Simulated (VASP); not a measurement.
Here is a VASP 6.6.1 calculation.

INCAR

```
SYSTEM = BaTiO3
PREC = Accurate
ENCUT = 520
EDIFF = 1E-6
ISMEAR = 0
SIGMA = 0.01
LREAL = .FALSE.
LASPH = .TRUE.
NELM = 150
ALGO = Normal
ISIF = 2
LWAVE = .FALSE.
LCHARG = .TRUE.
LMAXMIX = 4
LDAU = .TRUE.
LDAUTYPE = 2
LDAUL = -1 2 -1
LDAUU = 0 2 0
LDAUJ = 0 0 0
LDAUPRINT = 1
GGA = CA
LELF = .TRUE.
LVHAR = .TRUE.
NBANDS = 28
```

File KPOINTS:

```
regular mesh
0
G
  5 5 5
  0 0 0
```

Contents of POSCAR:

```
BaTiO3
1.0
    4.0508476801      0.0000000000      0.0000000000
    0.0000000000      2.8834148246      2.8918000946
    0.0000000000     -2.8834148246      2.8918000946
Ba Ti O
1 1 3
Direct
    0.0000000000      0.0000000000      0.0000000000
    0.5000000000      0.5124000000      0.5124000000
    0.0000000000      0.4874000000      0.4874000000
    0.5000000000      0.5052400000      0.9918400000
    0.5000000000      0.9918400000      0.5052400000
```

Potentials or basis: VASP PAW LDA potentials, release 64 (Ba_sv, Ti_sv, O).

Launch:

```sh
$ cat potpaw_LDA.64/Ba_sv/POTCAR potpaw_LDA.64/Ti_sv/POTCAR potpaw_LDA.64/O/POTCAR > POTCAR
$ mpirun -np 1 vasp_std > vasp.out
```

(1) Predict the band gap on the k mesh.

(2) What does it give for the largest force?

(3) Predict the pressure.

Answers

(1) 1.99 eV, indirect (least direct gap 2.13 eV).

(2) 0.305 eV/Å.

(3) -12.2 GPa.

Caveat: spin-orbit coupling is left out, which moves the levels of the heavy elements.
